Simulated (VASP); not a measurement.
Runs of VASP 6.6.1 on BiTe. The structure is that of space group Fm-3m (No. 225), or close to it. The cells are those of the table. 

```tsv
task	cell	k mesh	cutoff (eV)	smearing	gap on the mesh (eV)	pressure (GPa)
relaxation of cell and atoms	relaxed from a = 4.598 Å, angles 60.0°, 2 atoms	12 × 12 × 12	600	fermi-dirac 0.15 eV	none	0.0
single point	a = 4.603 Å, angles 60.0°, 2 atoms	12 × 12 × 12	520	fermi-dirac 0.15 eV	none	(a)
single point	a = 4.598 Å, angles 90.0, 60.0, 120.0°, 2 atoms	9 × 9 × 9	520	gaussian 0.1 eV	none	0.0
single point	a = 4.572 Å, angles 60.0°, 2 atoms	12 × 12 × 12	520	fermi-dirac 0.15 eV	none	0.9
single point	a = 4.634 Å, angles 60.0°, 2 atoms	12 × 12 × 12	520	fermi-dirac 0.15 eV	none	-0.9
```

Alike in all rows: level PBE; potentials or basis VASP PAW PBE potentials, release 64 (Bi_d, Te); no spin polarisation.

**Question.** Estimate the missing entries.

**Answer.** (a) -0.1.

Caveats: spin-orbit coupling is left out, which moves the levels of the heavy elements.

A k mesh can miss the band edges, and the runs leave out spin-orbit coupling on Bi, Te.

A gap of «none» marks levels without a gap at the run's occupations.
